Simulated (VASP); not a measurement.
TePb: single point with r2SCAN

The system is TePb.

```
Pb Te
1.0
     4.63307    0.00000    0.00000
    -2.31654    4.01236    0.00000
     0.00000    0.00000    8.08121
Pb Te
2 2
Direct
  0.00000 0.00000 0.00000
  0.00000 0.00000 0.50000
  0.33333 0.66667 0.25000
  0.66667 0.33333 0.75000
```

This cell differs from its parent crystal: volume changed by +6%.

- Program: VASP 6.6.1
- Task: single point
- Functional: r2SCAN
- Potentials or basis: VASP PAW PBE potentials, release 64 (Pb_d, Te)
- Cutoff: 520 eV
- k mesh: 6 × 6 × 4
- Occupations: fermi-dirac, width 0.02 eV
- Spin: no spin polarisation
- Dipole correction: no
- Further INCAR settings: ALGO = Normal; EDIFF = 1e-06; NBANDS = 28

```yaml
Pressure: -2.1 GPa
Band_gap_on_the_k_mesh: 0.50 eV, indirect (least direct gap 0.63 eV)
```

Stress tensor (GPa, compression positive):
```
-2.01  0.00  0.00
 0.00 -2.01  0.00
 0.00  0.00 -2.42
```

Levels at points of the mesh, in eV from the valence-band top:
```
           k point  band 17  band 18  band 19  band 20  band 21  band 22  band 23  band 24
(0.00, 0.00, 0.00)    -1.52    -1.02    -1.02    -0.14     0.50     2.22     2.22     2.60
(0.50, 0.00, 0.00)    -2.70    -1.17    -1.16    -0.95     0.58     1.19     2.19     3.87
(0.00, 0.00, 0.50)    -1.28    -1.28    -1.28    -1.28     2.33     2.33     2.33     2.33
(0.50, 0.00, 0.50)    -2.38    -2.38    -2.13    -2.13     2.32     2.32     2.97     2.97
```

Run time: 100 s on 1 thread of Intel(R) Xeon(R) 6975P-C (Granite Rapids) (shared host), peak memory 0.33 GiB.

Caveat: the PAW data sets were made with another functional, which shifts forces and pressure a little; spin-orbit coupling is left out, which moves the levels of the heavy elements. A k mesh can miss the band edges.
